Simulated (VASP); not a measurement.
The system is NaI.

```
Na I
1.0
     3.97144    0.00000    0.00000
     0.00000    3.97144    0.00000
     0.00000    0.00000    4.04054
Na I
1 1
Direct
  0.00000 0.00000 0.00000
  0.50000 0.50000 0.50000
```

This cell differs from its parent crystal: biaxial xy strain -1.7%.

Base run:

| Quantity | Value |
| --- | --- |
| Program | VASP 6.6.1 |
| Functional | PBE |
| Potentials or basis | VASP PAW PBE potentials, release 64 (Na_pv, I) |
| Cutoff | 520 eV |
| k mesh | 6 × 6 × 6 |
| Occupations | fermi-dirac, width 0.02 eV |
| Spin | no spin polarisation |

Its results: band gap on the k mesh 2.30 eV (least direct gap 2.65 eV); pressure 1.0 GPa.

Task: The run is repeated on the same cell with these changes: functional from PBE to r2SCAN; occupations from fermi-dirac, width 0.02 eV to gaussian, width 0.01 eV. What comes out?

Result: Band gap on the k mesh 3.09 eV (least direct gap 3.22 eV); pressure 0.6 GPa.

Caveats: spin-orbit coupling is left out, which moves the levels of the heavy elements; the PAW data sets were made with another functional, which shifts forces and pressure a little (at least some runs).

A k mesh can miss the band edges.
